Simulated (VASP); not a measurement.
# CaSe (F-43m) in VASP: dielectric tensor with PBE

Aim: the dielectric tensor of CaSe with PBE.

Program: VASP 6.6.1. These are calculated values, not measurements. Logs are shortened: lines on timing, memory, paths and dates and some standing lists are left out, and cuts for length are marked.

### Step 1. The cell of the first run

It takes space group F-43m (No. 216, cubic). Conventional cell: a = 6.559 Å, b = 6.559 Å, c = 6.559 Å, α = 90.00°, β = 90.00°, γ = 90.00°. Within 3.7 Å of Ca (site symmetry -43m) lie 4 Se at 2.84 Å. Within 3.7 Å of Se (site symmetry -43m) lie 4 Ca at 2.84 Å.

### Step 2. Dielectric tensor, PBE

Contents of INCAR:

```
SYSTEM = CaSe
PREC     = Accurate       ! precision mode
ENCUT    = 520            ! plane-wave cutoff, eV
EDIFF    = 1E-8           ! SCF threshold, eV
ISMEAR   = 0              ! smearing method
SIGMA    = 0.01           ! smearing width, eV
LREAL    = .False.        ! projectors in reciprocal space
LASPH    = .True.         ! aspherical terms in the spheres
NELM     = 80             ! most SCF steps
ALGO     = Normal         ! electronic algorithm
ISIF     = 2              ! what is computed and relaxed
LWAVE    = .False.        ! write WAVECAR
LCHARG   = .False.        ! write CHGCAR
GGA      = PE             ! functional
LEPSILON = .True.         ! dielectric tensor by DFPT
```

Contents of KPOINTS:

```
regular mesh
0
Gamma
  6 6 6
  0 0 0
```

Contents of POSCAR:

```
CaSe
1.0
    0.0000000000      3.2795613671      3.2795613671
    3.2795613671      0.0000000000      3.2795613671
    3.2795613671      3.2795613671      0.0000000000
Ca Se
1 1
Direct
    0.0000000000      0.0000000000      0.0000000000
    0.2500000000      0.2500000000      0.2500000000
```

Potentials or basis: VASP PAW PBE potentials, release 64 (Ca_sv, Se).

Command:

```console
$ cat potpaw_PBE.64/Ca_sv/POTCAR potpaw_PBE.64/Se/POTCAR > POTCAR
$ mpirun -np 1 vasp_std > vasp.out
```

OUTCAR:

```text
SYSTEM = CaSe
   PREC = Accurate
   ENCUT = 520
   EDIFF = 1E-8
   ISMEAR = 0
   LREAL = .False.
   LASPH = .True.
   NELM = 80
   ISIF = 2
   GGA = PE
   LEPSILON = .True.

 ion  position               nearest neighbor table
   1  0.000  0.000  0.000-   2 2.84   2 2.84   2 2.84   2 2.84
   2  0.250  0.250  0.250-   1 2.84   1 2.84   1 2.84   1 2.84

  LATTYP: Found a face centered cubic cell.
 ALAT       =     6.5591227342

  Lattice vectors:

 A1 = (   0.0000000000,   3.2795613671,   3.2795613671)
 A2 = (   3.2795613671,   0.0000000000,   3.2795613671)
 A3 = (   3.2795613671,   3.2795613671,   0.0000000000)

Analysis of symmetry for initial positions (statically):
=====================================================================
 Subroutine PRICEL returns:
 Original cell was already a primitive cell.

 Routine SETGRP: Setting up the symmetry group for a
 face centered cubic supercell.

 Subroutine GETGRP returns: Found 24 space group operations
 (whereof 24 operations were pure point group operations)
 out of a pool of 48 trial point group operations.

The static configuration has the point symmetry T_d .

Analysis of symmetry for dynamics (positions and initial velocities):
=====================================================================
 Subroutine PRICEL returns:
 Original cell was already a primitive cell.

 Routine SETGRP: Setting up the symmetry group for a
 face centered cubic supercell.

 Subroutine GETGRP returns: Found 24 space group operations
 (whereof 24 operations were pure point group operations)
 out of a pool of 48 trial point group operations.

The dynamic configuration has the point symmetry T_d .

 Subroutine INISYM returns: Found 24 space group operations
 (whereof 24 operations are pure point group operations),
 and found     1 'primitive' translations

----------------------------------------------------------------------------------------

                                     Primitive cell

  volume of cell :      70.5468

  direct lattice vectors                    reciprocal lattice vectors
     0.000000000  3.279561367  3.279561367    -0.152459413  0.152459413  0.152459413
     3.279561367  0.000000000  3.279561367     0.152459413 -0.152459413  0.152459413
     3.279561367  3.279561367  0.000000000     0.152459413  0.152459413 -0.152459413

  length of vectors
     4.638000164  4.638000164  4.638000164     0.264067449  0.264067449  0.264067449

  position of ions in fractional coordinates (direct lattice)
     0.000000000  0.000000000  0.000000000
     0.250000000  0.250000000  0.250000000

  ion indices of the primitive-cell ions
   primitive index   ion index
                 1           1
                 2           2

----------------------------------------------------------------------------------------

 KPOINTS: regular mesh

Automatic generation of k-mesh.
 Grid dimensions read from file:
 generate k-points for:    6    6    6

 Generating k-lattice:

  Cartesian coordinates                     Fractional coordinates (reciprocal lattice)
    -0.025409902  0.025409902  0.025409902     0.166666667  0.000000000  0.000000000
     0.025409902 -0.025409902  0.025409902     0.000000000  0.166666667  0.000000000
     0.025409902  0.025409902 -0.025409902     0.000000000  0.000000000  0.166666667

  Length of vectors
     0.044011241  0.044011241  0.044011241

  Shift w.r.t. Gamma in fractional coordinates (k-lattice)
     0.000000000  0.000000000  0.000000000

 Subroutine IBZKPT returns following result:
 ===========================================
[... 68 lines left out ...]
   LEPSILON=     T    determine dielectric tensor
   LRPA    =     F    only Hartree local field effects (RPA)
 non-spin polarized calculation
 Gauss-broadening in eV      SIGMA  =   0.01
  energy-cutoff  :      520.00
  volume of cell :       70.55
 maximum number of plane-waves:      1917
 NGX is ok and might be reduce to    36
   NGX = 17   NGY = 17   NGZ = 17

--------------------------------------- Ionic step        1  -------------------------------------------

 number of electron      16.0000003 magnetization

 E-fermi :  -0.2492     XC(G=0):  -7.6213

 val. band max:       -0.3059067637   @ k =  -0.3333   0.1667   0.0000
 cond. band min:       2.9007286808   @ k =   0.0000   0.0000   0.0000
 fundamental gap:      3.2066354444
 Fermi energy:        -0.2491657157

 k-point     1 :       0.0000    0.0000    0.0000
  band No.  band energies     occupation
      1     -39.3613      2.00000
      2     -20.3784      2.00000
      3     -20.3784      2.00000
      4     -20.3784      2.00000
      5     -10.6315      2.00000
      6      -0.3992      2.00000
      7      -0.3992      2.00000
      8      -0.3992      2.00000
      9       2.9007      0.00000
     10       5.0767      0.00000
     11       5.0767      0.00000
     12       7.0948      0.00000
[... 211 lines left out ...]
 k-point    16 :      -0.3333    0.5000    0.1667
  band No.  band energies     occupation
      1     -39.3589      2.00000
      2     -20.4216      2.00000
      3     -20.3958      2.00000
      4     -20.3917      2.00000
      5     -10.2886      2.00000
      6      -1.2887      2.00000
      7      -0.6934      2.00000
      8      -0.3866      2.00000
      9       3.4117      0.00000
     10       4.6836      0.00000
     11       5.6076      0.00000
     12       5.8892      0.00000

  FORCE on cell =-STRESS in cart. coord.  units (eV):
  Direction    XX          YY          ZZ          XY          YZ          ZX
  --------------------------------------------------------------------------------------
  -------------------------------------------------------------------------------------
  Total        0.2457209      0.2457209      0.2457209      0.0000000      0.0000000      0.0000000
  in kB        5.5805287      5.5805287      5.5805287      0.0000000      0.0000000      0.0000000
  external PRESSURE =       5.5805287 kB  Pullay stress =       0.0000000 kB

 VOLUME and BASIS-vectors are now :
 -----------------------------------------------------------------------------
  energy-cutoff  :      520.00
  volume of cell :       70.55
      direct lattice vectors                 reciprocal lattice vectors
     0.000000000  3.279561367  3.279561367    -0.152459413  0.152459413  0.152459413
     3.279561367  0.000000000  3.279561367     0.152459413 -0.152459413  0.152459413
     3.279561367  3.279561367  0.000000000     0.152459413  0.152459413 -0.152459413

 POSITION                                       TOTAL-FORCE (eV/Angst)
 -----------------------------------------------------------------------------------
      0.00000      0.00000      0.00000         0.000000     -0.000000      0.000000
      1.63978      1.63978      1.63978        -0.000000      0.000000     -0.000000
 -----------------------------------------------------------------------------------
    total drift:                                0.000000      0.000000      0.000000

  FREE ENERGIE OF THE ION-ELECTRON SYSTEM (eV)
  ---------------------------------------------------
  free  energy   TOTEN  =        -8.9677286500 eV

  energy  without entropy=       -8.9677286500  energy(sigma->0) =       -8.96772865

 HEAD OF MICROSCOPIC STATIC DIELECTRIC TENSOR (INDEPENDENT PARTICLE, excluding Hartree and local field effects)
 ------------------------------------------------------
           4.393653     0.000000     0.000000
          -0.000000     4.393653     0.000000
           0.000000     0.000000     4.393653
 ------------------------------------------------------

 Free energy of the ion-electron system (eV)
  ---------------------------------------------------
  ---------------------------------------------------
  free energy    TOTEN  =        -0.65522299 eV

  energy without entropy =       -0.65522299

------------------------ aborting loop because EDIFF is reached ----------------------------------------

--------------------------------------- Ionic step        2  -------------------------------------------

------------------------ aborting loop because EDIFF is reached ----------------------------------------

--------------------------------------- Ionic step        3  -------------------------------------------

 Free energy of the ion-electron system (eV)
  ---------------------------------------------------
  ---------------------------------------------------
  free energy    TOTEN  =        -0.65522216 eV

  energy without entropy =       -0.65522216

------------------------ aborting loop because EDIFF is reached ----------------------------------------

 PIEZOELECTRIC TENSOR FIELD DIRECTION 3  (e Angst)
 -----------------------------------------------------------------------------
     0.00139 -1.15443  0.00000           ( -0.00000  0.19882  0.00000)
    -1.15443  0.00139  0.00000           (  0.19882 -0.00000  0.00000)
     0.00000  0.00000 -0.00250           (  0.00000  0.00000 -0.00001)

 PIEZOELECTRIC TENSOR FIELD DIRECTION 3  (C/m^2)
 -----------------------------------------------------------------------------
     0.00031 -0.26218  0.00000
    -0.26218  0.00031  0.00000
     0.00000  0.00000 -0.00057

 MACROSCOPIC STATIC DIELECTRIC TENSOR (including local field effects in DFT)
 ------------------------------------------------------
           3.894726     0.000000    -0.000000
          -0.000000     3.894726     0.000000
           0.000000     0.000000     3.894726
 ------------------------------------------------------

 PIEZOELECTRIC TENSOR (including local field effects)  for field in x, y, z        (e  Angst)
          XX          YY          ZZ          XY          YZ          ZX
  --------------------------------------------------------------------------------
  x    -0.00000    -0.00000    -0.00000     0.00000    -1.16053     0.00000
  y    -0.00000     0.00000    -0.00000     0.00000     0.00000    -1.16053
  z    -0.00000    -0.00000    -0.00000    -1.16053     0.00000     0.00000

 PIEZOELECTRIC TENSOR (including local field effects)  for field in x, y, z        (C/m^2)
          XX          YY          ZZ          XY          YZ          ZX
  --------------------------------------------------------------------------------
  x    -0.00000    -0.00000    -0.00000     0.00000    -0.26357     0.00000
  y    -0.00000     0.00000    -0.00000     0.00000     0.00000    -0.26357
  z    -0.00000    -0.00000    -0.00000    -0.26357     0.00000     0.00000

 BORN EFFECTIVE CHARGES (including local field effects) (in |e|, cummulative output)
 ---------------------------------------------------------------------------------
 ion    1
    1     1.95142    -0.00000     0.00000
    2    -0.00000     1.95142    -0.00000
    3     0.00000    -0.00000     1.95142
 ion    2
    1    -1.95142     0.00000    -0.00000
    2     0.00000    -1.95142     0.00000
    3    -0.00000     0.00000    -1.95142
```

Run time: 11 min. Hardware: 1 thread of Oxide Virtual Turin-like, shared host; peak memory 0.27 GiB.

What came out:

```
Band gap on the k mesh                  : 3.21 eV (least direct gap 3.30 eV)
Electronic dielectric tensor (diagonal) : 3.89
Born charges (mean of the diagonal)     : Ca +1.95; Se -1.95 e
```

Levels at points of the mesh, in eV from the valence-band top:
```csv
k point,band 5,band 6,band 7,band 8,band 9,band 10,band 11,band 12
"(0.00, 0.00, 0.00)",-10.33,-0.09,-0.09,-0.09,3.21,5.38,5.38,7.40
"(0.50, 0.00, 0.00)",-10.07,-1.21,-0.01,-0.01,5.09,5.50,5.50,5.84
"(0.50, 0.50, 0.00)",-9.98,-1.24,-0.03,-0.03,3.55,4.99,6.11,6.11
```

Electronic dielectric tensor:
```
3.89 0.00 0.00
0.00 3.89 0.00
0.00 0.00 3.89
```

Born effective charge tensors (e):
atom 1, Ca
```
1.95 0.00 0.00
0.00 1.95 0.00
0.00 0.00 1.95
```
atom 2, Se
```
-1.95  0.00  0.00
 0.00 -1.95  0.00
 0.00  0.00 -1.95
```

Caveat: the structure was generated, so it needn't be the stable form of CaSe. A k mesh can miss the band edges.
